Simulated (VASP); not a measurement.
MgO:

```
Mg O
1.0
     2.92306    0.00000    0.00000
    -1.46153    2.53144    0.00000
     0.00000    0.00000    5.09210
Mg O
2 2
Direct
  0.00000 0.00000 0.00000
  0.00000 0.00000 0.50000
  0.33333 0.66667 0.25000
  0.66667 0.33333 0.75000
```

Base run:

```yaml
Program: VASP 6.6.1
Functional: PBE
Potentials_or_basis: VASP PAW PBE potentials, release 64 (Mg, O)
Cutoff: 600 eV
k_mesh: 9 × 9 × 4
Occupations: fermi-dirac, width 0.2 eV
Spin: no spin polarisation
```

Its results: band gap on the k mesh 4.46 eV, direct; pressure 4.7 GPa.

Problem. After a change of settings the same cell gave: band gap on the k mesh 4.36 eV, direct; pressure 0.6 GPa. Which change was it?
A. functional from PBE to PBEsol; occupations from fermi-dirac, width 0.2 eV to gaussian, width 0.01 eV
B. k mesh from 9 × 9 × 4 to 2 × 2 × 2; occupations from fermi-dirac, width 0.2 eV to gaussian, width 0.01 eV
C. k mesh from 9 × 9 × 4 to 8 × 8 × 1; occupations from fermi-dirac, width 0.2 eV to gaussian, width 0.01 eV

Solution. A.

Caveats: the PAW data sets were made with another functional, which shifts forces and pressure a little (some runs).
